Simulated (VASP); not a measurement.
Write the native input for VASP 6.6.1 that does the following.

- Task: single point
- Functional: PBE
- Potentials or basis: VASP PAW PBE potentials, release 64 (W_sv, S)
- Cutoff: 520 eV
- k mesh: 5 × 5 × 1
- Occupations: gaussian, width 0.1 eV
- Spin: no spin polarisation
- Dipole correction: yes
- Further INCAR settings: ALGO = Normal; EDIFF = 1e-06; NBANDS = 99

The structure of W12S lies in POSCAR:

```
W12S
1.0
    5.5143287168      0.0000000000      0.0000000000
   -1.8381095723      5.1989589724      0.0000000000
    0.0000000000      0.0000000000     19.8562160940
W S
12 1
Direct
    0.2500000000      0.2500000000      0.2014482508
    0.2500000000      0.7500000000      0.2014482508
    0.7500000000      0.2500000000      0.2014482508
    0.7500000000      0.7500000000      0.2014482508
    0.0000000000      0.0000000000      0.3111437106
    0.0000000000      0.5000000000      0.3111437106
    0.5000000000      0.0000000000      0.3111437106
    0.5000000000      0.5000000000      0.3111437106
    0.2500000000      0.2500000000      0.4208362789
    0.2500000000      0.7500000000      0.4208362789
    0.7500000000      0.2500000000      0.4208362789
    0.7500000000      0.7500000000      0.4208362789
    0.4166666667      0.5833333333      0.5100395106
```

The input as run:

INCAR

```
SYSTEM = W12S
PREC     = Accurate       ! precision mode
ENCUT    = 520            ! plane-wave cutoff, eV
EDIFF    = 1E-6           ! SCF threshold, eV
ISMEAR   = 0              ! smearing method
SIGMA    = 0.1            ! smearing width, eV
LREAL    = .FALSE.        ! projectors in reciprocal space
LASPH    = .TRUE.         ! aspherical terms in the spheres
NELM     = 80             ! most SCF steps
ALGO     = Normal         ! electronic algorithm
ISIF     = 2              ! what is computed and relaxed
LWAVE    = .FALSE.        ! write WAVECAR
LCHARG   = .TRUE.         ! write CHGCAR
LDIPOL   = .TRUE.       
IDIPOL   = 3            
DIPOL    = 0.5 0.5 0.326
GGA      = PE             ! functional
LELF     = .TRUE.         ! ELF
LVHAR    = .TRUE.       
LVACPOTAV= .TRUE.       
NBANDS   = 99             ! bands
```

KPOINTS

```
Automatic mesh
0
G
  5 5 1
  0 0 0
```

Potentials or basis: VASP PAW PBE potentials, release 64 (W_sv, S).

Launch:

```bash
$ cat potpaw_PBE.64/W_sv/POTCAR potpaw_PBE.64/S/POTCAR > POTCAR
$ mpirun -np 1 vasp_std > vasp.out
```

It gave:

```
Largest force          : 1.541 eV/Å
Band gap on the k mesh : zero (bands 87 and 88 overlap by 1.33 eV)
```

Caveat: spin-orbit coupling is left out, which moves the levels of the heavy elements.

Run time: 17 min on 1 thread of AMD EPYC 7R13 Processor (Zen 3), with other jobs on the host, peak memory 0.71 GiB.
